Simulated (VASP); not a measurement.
Set up this calculation in VASP 6.6.1, as the native input.

| Property | Result |
| --- | --- |
| Task | relaxation of cell and atoms |
| Functional | PBE |
| Potentials or basis | VASP PAW PBE potentials, release 64 (Zn, Se, S) |
| Cutoff | 600 eV |
| k mesh | 12 × 12 × 12 |
| Occupations | gaussian, width 0.1 eV |
| Spin | no spin polarisation |
| Dipole correction | no |
| Further INCAR settings | ALGO = Normal; EDIFF = 1e-06; IBRION = 2; EDIFFG = -0.01; NSW = 100; ISIF = 3 |

The structure of ZnSeS lies in POSCAR:

```
ZnSeS
1.0
    4.2203269487      0.0000000000      0.0000000000
   -2.1101634744      3.6549103499      0.0000000000
    0.0000000000      0.0000000000      3.9147667091
Zn Se S
1 1 1
Direct
    0.6666666667      0.3333333333      0.5000000000
    0.3333333333      0.6666666667      0.5000000000
    0.0000000000      0.0000000000      0.0000000000
```

The cell was generated, and may not be a known phase.

The input as run:

INCAR

```
SYSTEM = ZnSeS
ALGO = Normal
EDIFF = 1E-6
EDIFFG = -0.01
ENCUT = 600
GGA = PE
IBRION = 2
ISIF = 3
ISMEAR = 0
LASPH = .True.
LCHARG = .False.
LREAL = .False.
LWAVE = .False.
NELM = 100
NSW = 100
PREC = Accurate
SIGMA = 0.1
```

KPOINTS

```
k-points
0
Gamma
  12 12 12
  0 0 0
```

Potentials or basis: VASP PAW PBE potentials, release 64 (Zn, Se, S).

The run is started by

```sh
$ cat potpaw_PBE.64/Zn/POTCAR potpaw_PBE.64/Se/POTCAR potpaw_PBE.64/S/POTCAR > POTCAR
$ mpirun -np 1 vasp_std > vasp.out
```

Results of the run:

```yaml
Relaxed_volume: 20.37 Å³/atom
Relaxed_cell: a = 4.222 Å, b = 4.222 Å, c = 3.959 Å, α = 90.00°, β = 90.00°, γ = 120.00°
Space_group_after_relaxing_to_0.1_Å: P-6m2 (No. 187)
Energy_gained_by_relaxing: 0.4 meV/atom
Ionic_steps: 7
Pressure_after_relaxing: 0.0 GPa
Band_gap_on_the_k_mesh: zero (bands 12 and 13 overlap by 1.76 eV)
```

Run time: 23 min on 1 thread of Intel Xeon 8259CL, with other jobs on the host, peak memory 0.35 GiB.
